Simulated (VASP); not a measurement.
# Sb (R-3m) in VASP: further runs

Runs on Sb. Level: PBEsol. Tasks: single point.

Program: VASP 6.6.1. These are calculated values, not measurements. Logs are shortened: lines on timing, memory, paths and dates and some standing lists are left out, and cuts for length are marked.

## Step 1: The cell of the first run

It takes space group R-3m (No. 166, trigonal). The conventional cell has a = 8.027 Å, b = 8.027 Å, c = 20.534 Å, α = 90.00°, β = 90.00°, γ = 120.00°. Within 3.6 Å of Sb (site symmetry m) lie 6 Sb at 2.73 to 2.95 Å. Sb (site symmetry m) has 7 Sb at 2.91 to 3.29 Å within 3.8 Å.

## Step 2: Single point, PBEsol

The input, INCAR:

```
PREC     = Accurate       # precision mode
ENCUT    = 520            # plane-wave cutoff, eV
EDIFF    = 1E-7           # SCF threshold, eV
ISMEAR   = 0              # smearing method
SIGMA    = 0.1            # smearing width, eV
LREAL    = False          # projectors in reciprocal space
LASPH    = True           # aspherical terms in the spheres
NELM     = 100            # most SCF steps
ALGO     = Normal         # electronic algorithm
ISIF     = 2              # what is computed and relaxed
LWAVE    = False          # write WAVECAR
LCHARG   = False          # write CHGCAR
GGA      = PS             # functional
NBANDS   = 42             # bands
```

The input, KPOINTS:

```
Automatic mesh
0
Gamma
  3 3 3
```

The input, POSCAR:

```
Sb
1.0
    4.0135081383      2.3172000041      6.8446454560
   -4.0135081383      2.3172000041      6.8446454560
    0.0000000000     -4.6344000080      6.8446454560
Sb
12
Direct
    0.0101900000      0.6536100000      0.0101900000
    0.0101900000      0.0101900000      0.6536100000
    0.6536100000      0.0101900000      0.0101900000
    0.9898100000      0.3463900000      0.9898100000
    0.3463900000      0.9898100000      0.9898100000
    0.9898100000      0.9898100000      0.3463900000
    0.2211800000      0.6306000000      0.2211800000
    0.2211800000      0.2211800000      0.6306000000
    0.6306000000      0.2211800000      0.2211800000
    0.7788200000      0.3694000000      0.7788200000
    0.3694000000      0.7788200000      0.7788200000
    0.7788200000      0.7788200000      0.3694000000
```

Potentials or basis: VASP PAW PBE potentials, release 64 (Sb).

Command:

```bash
cat potpaw_PBE.64/Sb/POTCAR > POTCAR
mpirun -np 1 vasp_std > vasp.out
```

OUTCAR:

```text
PREC = Accurate
   ENCUT = 520
   EDIFF = 1E-7
   ISMEAR = 0
   LREAL = False
   LASPH = True
   NELM = 100
   ISIF = 2
   GGA = PS

 ion  position               nearest neighbor table
   1  0.010  0.654  0.010-   4 2.73   2 2.86   3 2.86   7 2.94  12 2.95  11 2.95
   2  0.010  0.010  0.654-   6 2.73   3 2.86   1 2.86   8 2.94  10 2.95  11 2.95
   3  0.654  0.010  0.010-   5 2.73   2 2.86   1 2.86   9 2.94  12 2.95  10 2.95
   4  0.990  0.346  0.990-   1 2.73   6 2.86   5 2.86  10 2.94   8 2.95   9 2.95
   5  0.346  0.990  0.990-   3 2.73   6 2.86   4 2.86  11 2.94   8 2.95   7 2.95
   6  0.990  0.990  0.346-   2 2.73   4 2.86   5 2.86  12 2.94   9 2.95   7 2.95
   7  0.221  0.631  0.221-  11 2.91  12 2.91   1 2.94   6 2.95   5 2.95   8 3.29   9 3.29
   8  0.221  0.221  0.631-  10 2.91  11 2.91   2 2.94   4 2.95   5 2.95   7 3.29   9 3.29
   9  0.631  0.221  0.221-  10 2.91  12 2.91   3 2.94   6 2.95   4 2.95   8 3.29   7 3.29
  10  0.779  0.369  0.779-   9 2.91   8 2.91   4 2.94   2 2.95   3 2.95  12 3.29  11 3.29
  11  0.369  0.779  0.779-   7 2.91   8 2.91   5 2.94   2 2.95   1 2.95  12 3.29  10 3.29
  12  0.779  0.779  0.369-   7 2.91   9 2.91   6 2.94   3 2.95   1 2.95  10 3.29  11 3.29

  LATTYP: Found a trigonal (rhomboedric) cell.
 ALAT       =     8.2660047698
 COS(alpha) =     0.5284942553

  Lattice vectors:

 A1 = (   4.0135081383,   2.3172000041,   6.8446454560)
 A2 = (  -4.0135081383,   2.3172000041,   6.8446454560)
 A3 = (   0.0000000000,  -4.6344000080,   6.8446454560)

Analysis of symmetry for initial positions (statically):
=====================================================================
 Subroutine PRICEL returns:
 Original cell was already a primitive cell.

 Routine SETGRP: Setting up the symmetry group for a
 trigonal (rhombohedral) supercell.

 Subroutine GETGRP returns: Found 12 space group operations
 (whereof 12 operations were pure point group operations)
 out of a pool of 12 trial point group operations.

The static configuration has the point symmetry D_3d.

Analysis of symmetry for dynamics (positions and initial velocities):
=====================================================================
 Subroutine PRICEL returns:
 Original cell was already a primitive cell.

 Routine SETGRP: Setting up the symmetry group for a
 trigonal (rhombohedral) supercell.

 Subroutine GETGRP returns: Found 12 space group operations
 (whereof 12 operations were pure point group operations)
 out of a pool of 12 trial point group operations.

The dynamic configuration has the point symmetry D_3d.

[... 113 lines left out ...]
   EFERMI =   0.00;   METHOD = LEGACY
   ISMEAR =     0;   SIGMA  =   0.10  broadening in eV -4-tet -1-fermi 0-gaus
   EFERMI_NEDOS =   21; number of points for ismear=-14 and -15
   IALGO  =     38    algorithm
   IMIX   =      4    mixing-type and parameters
     AMIX     =   0.40;   BMIX     =  1.00
     AMIX_MAG =   1.60;   BMIX_MAG =  1.00
  volume/ion in A,a.u.               =      31.83       214.79
  Fermi-wavevector in a.u.,A,eV,Ry     =   0.883341  1.669273 10.616519  0.780292
  Thomas-Fermi vector in A             =   2.004095
   LORBIT       =      0    0 simple, 1 ext, 2 COOP (PROOUT), +10 PAW based schemes
   GGA     = PS    functional components
   LHFCALC =     F    Hartree Fock is set to
   AEXX    =    0.0000 exact exchange contribution
   IVDW    =     0    specifies the selected vdW correction
   LEPSILON=     F    determine dielectric tensor
   LRPA    =     F    only Hartree local field effects (RPA)
 non-spin polarized calculation
 Gauss-broadening in eV      SIGMA  =   0.10
  energy-cutoff  :      520.00
  volume of cell :      381.94
 maximum number of plane-waves:     10295
 NGX is ok and might be reduce to    64
   NGX = 31   NGY = 31   NGZ = 31

 number of electron      59.9999998 magnetization

 Free energy of the ion-electron system (eV)
  ---------------------------------------------------
  ext. energy  EPLUGINS =         0.00000000
  ---------------------------------------------------
  free energy    TOTEN  =       -46.12543527 eV

  energy without entropy =      -46.09198404  energy(sigma->0) =      -46.10870966

 E-fermi :   6.6905     XC(G=0):  -9.1260

 val. band max:        6.6502290795   @ k =   0.3333  -0.0000  -0.0000
 cond. band min:       6.7083945472   @ k =   0.3333  -0.0000  -0.0000
 fundamental gap:      0.0581654677
 Fermi energy:         6.6905067608

 k-point     1 :       0.0000    0.0000    0.0000
  band No.  band energies     occupation
      1      -7.3510      2.00000
      2      -5.1954      2.00000
      3      -4.9428      2.00000
      4      -4.9428      2.00000
      5      -4.1609      2.00000
      6      -3.9562      2.00000
[... 259 lines left out ...]
     41       9.0481      0.00000
     42       9.2658      0.00000

------------------------ aborting loop because EDIFF is reached ----------------------------------------

  FORCE on cell =-STRESS in cart. coord.  units (eV):
  Direction    XX          YY          ZZ          XY          YZ          ZX
  --------------------------------------------------------------------------------------
  -------------------------------------------------------------------------------------
  Total       26.2308624     26.2308624     32.8522679      0.0000000      0.0000000      0.0000000
  in kB      110.0356150    110.0356150    137.8116913      0.0000000      0.0000000      0.0000000
  external PRESSURE =     119.2943071 kB  Pullay stress =       0.0000000 kB

 VOLUME and BASIS-vectors are now :
 -----------------------------------------------------------------------------
  energy-cutoff  :      520.00
  volume of cell :      381.94
      direct lattice vectors                 reciprocal lattice vectors
     4.013508138  2.317200004  6.844645456     0.124579291  0.071925887  0.048699868
    -4.013508138  2.317200004  6.844645456    -0.124579291  0.071925887  0.048699868
     0.000000000 -4.634400008  6.844645456     0.000000000 -0.143851775  0.048699868

 POSITION                                       TOTAL-FORCE (eV/Angst)
 -----------------------------------------------------------------------------------
     -2.58237      1.49093      4.61322         0.914943     -0.528242     -0.066001
      0.00000     -2.98187      4.61322        -0.000000      1.056485     -0.066001
      2.58237      1.49093      4.61322        -0.914943     -0.528242     -0.066001
      2.58237     -1.49093     15.92071        -0.914943      0.528242      0.066001
     -2.58237     -1.49093     15.92071         0.914943      0.528242      0.066001
      0.00000      2.98187     15.92071        -0.000000     -1.056485      0.066001
     -1.64321      0.94871      7.34403         1.683083     -0.971728      0.464293
      0.00000     -1.89742      7.34403        -0.000000      1.943456      0.464293
      1.64321      0.94871      7.34403        -1.683083     -0.971728      0.464293
      1.64321     -0.94871     13.18991        -1.683083      0.971728     -0.464293
     -1.64321     -0.94871     13.18991         1.683083      0.971728     -0.464293
      0.00000      1.89742     13.18991        -0.000000     -1.943456     -0.464293
 -----------------------------------------------------------------------------------
    total drift:                                0.000000     -0.000000     -0.000000

  FREE ENERGIE OF THE ION-ELECTRON SYSTEM (eV)
  ---------------------------------------------------
  free  energy   TOTEN  =       -46.1254352685 eV

  energy  without entropy=      -46.0919840429  energy(sigma->0) =      -46.10870966
```

OSZICAR:

```text
N       E                     dE             d eps       ncg     rms          rms(c)
DAV:   1     0.334868309421E+03    0.33487E+03   -0.19958E+04   504   0.113E+03
DAV:   2    -0.115463391785E+02   -0.34641E+03   -0.33290E+03   584   0.195E+02
DAV:   3    -0.453382344219E+02   -0.33792E+02   -0.32294E+02   616   0.617E+01
DAV:   4    -0.463905244014E+02   -0.10523E+01   -0.10379E+01   640   0.111E+01
DAV:   5    -0.464173524821E+02   -0.26828E-01   -0.26802E-01   720   0.213E+00    0.859E+00
DAV:   6    -0.462080977835E+02    0.20925E+00   -0.17248E-01   616   0.124E+00    0.517E+00
DAV:   7    -0.461257910669E+02    0.82307E-01   -0.23090E-01   576   0.138E+00    0.388E-01
DAV:   8    -0.461252092755E+02    0.58179E-03   -0.21856E-02   630   0.543E-01    0.127E-01
DAV:   9    -0.461253065557E+02   -0.97280E-04   -0.16374E-03   664   0.145E-01    0.433E-02
DAV:  10    -0.461253829436E+02   -0.76388E-04   -0.23880E-04   662   0.510E-02    0.144E-02
DAV:  11    -0.461254205379E+02   -0.37594E-04   -0.46538E-05   608   0.201E-02    0.552E-03
DAV:  12    -0.461254325065E+02   -0.11969E-04   -0.26163E-05   582   0.158E-02    0.329E-03
DAV:  13    -0.461254347354E+02   -0.22289E-05   -0.46327E-06   648   0.652E-03    0.152E-03
DAV:  14    -0.461254352259E+02   -0.49046E-06   -0.82816E-07   592   0.262E-03    0.666E-04
DAV:  15    -0.461254352685E+02   -0.42628E-07   -0.51637E-08   378   0.845E-04
   1 F= -.46125435E+02 E0= -.46108710E+02  d E =-.334512E-01
```

It took 78 s on 1 thread of Intel Xeon 6975P-C (Granite Rapids), shared host; peak memory 0.54 GiB.

What came out:

* Free energy: -46.1254 eV
* Pressure: 11.9 GPa
* Largest force: 1.998 eV/Å
* Band gap on the k mesh: zero (band 30 reaches 6.89 eV, above the bottom of band 31 at 6.39 eV)

Forces on the atoms (eV/Å):
```
Sb   0.915 -0.528 -0.066
Sb   0.000  1.056 -0.066
Sb  -0.915 -0.528 -0.066
Sb  -0.915  0.528  0.066
Sb   0.915  0.528  0.066
Sb   0.000 -1.056  0.066
Sb   1.683 -0.972  0.464
Sb   0.000  1.943  0.464
Sb  -1.683 -0.972  0.464
Sb  -1.683  0.972 -0.464
Sb   1.683  0.972 -0.464
Sb   0.000 -1.943 -0.464
```

Caveat: the PAW data sets were made with another functional, which shifts forces and pressure a little; spin-orbit coupling is left out, which moves the levels of the heavy elements.

## Step 3: Single point, PBEsol

This run uses another cell than the first one, of 32.65 Å³/atom, 1.026 times its volume.

The input, INCAR:

```
  ALGO = Normal
  EDIFF = 1E-6
  ENCUT = 520
  GGA = PS
  ISIF = 2
  ISMEAR = 0
  LASPH = True
  LCHARG = False
  LREAL = False
  LWAVE = False
  NBANDS = 42
  NELM = 100
  PREC = Accurate
  SIGMA = 0.1
```

The input, KPOINTS:

```
k-points
0
Gamma
  3 3 3
```

The input, POSCAR:

```
Sb
1.0
    4.6640010432      2.6927622578      5.1993042282
   -4.6640010432      2.6927622578      5.1993042282
    0.0000000000     -5.3855245155      5.1993042283
Sb
12
Direct
    0.0377394168      0.6600241271      0.0377394168
    0.0377394168      0.0377394168      0.6600241271
    0.6600241271      0.0377394168      0.0377394168
    0.9622605832      0.3399758729      0.9622605832
    0.3399758729      0.9622605832      0.9622605832
    0.9622605832      0.9622605832      0.3399758729
    0.2988737687      0.6290167651      0.2988737687
    0.2988737687      0.2988737687      0.6290167651
    0.6290167651      0.2988737687      0.2988737687
    0.7011262313      0.3709832349      0.7011262313
    0.3709832349      0.7011262313      0.7011262313
    0.7011262313      0.7011262313      0.3709832349
```

Potentials or basis: VASP PAW PBE potentials, release 64 (Sb).

Command:

```bash
cat potpaw_PBE.64/Sb/POTCAR > POTCAR
mpirun -np 1 vasp_std > vasp.out
```

It took 53 s on 1 thread of Intel Xeon 6975P-C (Granite Rapids), shared host; peak memory 0.43 GiB.

The run converged. Its results:

| Property | Result |
| --- | --- |
| Free energy | -51.2842 eV |
| Pressure | 0.3 GPa |
| Largest force | 0.029 eV/Å |
| Band gap on the k mesh | zero (band 30 reaches 6.10 eV, above the bottom of band 31 at 5.16 eV) |

Forces on the atoms (eV/Å):
```
Sb  -0.024  0.014  0.006
Sb   0.000 -0.028  0.006
Sb   0.024  0.014  0.006
Sb   0.024 -0.014 -0.006
Sb  -0.024 -0.014 -0.006
Sb   0.000  0.028 -0.006
Sb  -0.002  0.001  0.000
Sb   0.000 -0.003  0.000
Sb   0.002  0.001  0.000
Sb   0.002 -0.001  0.000
Sb  -0.002 -0.001  0.000
Sb   0.000  0.003  0.000
```

Stress tensor (GPa, compression positive):
```
0.38 0.00 0.00
0.00 0.38 0.00
0.00 0.00 0.08
```

Levels at points of the mesh, in eV from the Fermi level:
```csv
k point,band 26,band 27,band 28,band 29,band 30,band 31,band 32,band 33,band 34,band 35
"(0.00, 0.00, 0.00)",-1.81,-0.67,-0.67,0.15,0.22,0.22,0.41,0.68,0.68,1.21
```

Caveat: the PAW data sets were made with another functional, which shifts forces and pressure a little; spin-orbit coupling is left out, which moves the levels of the heavy elements.
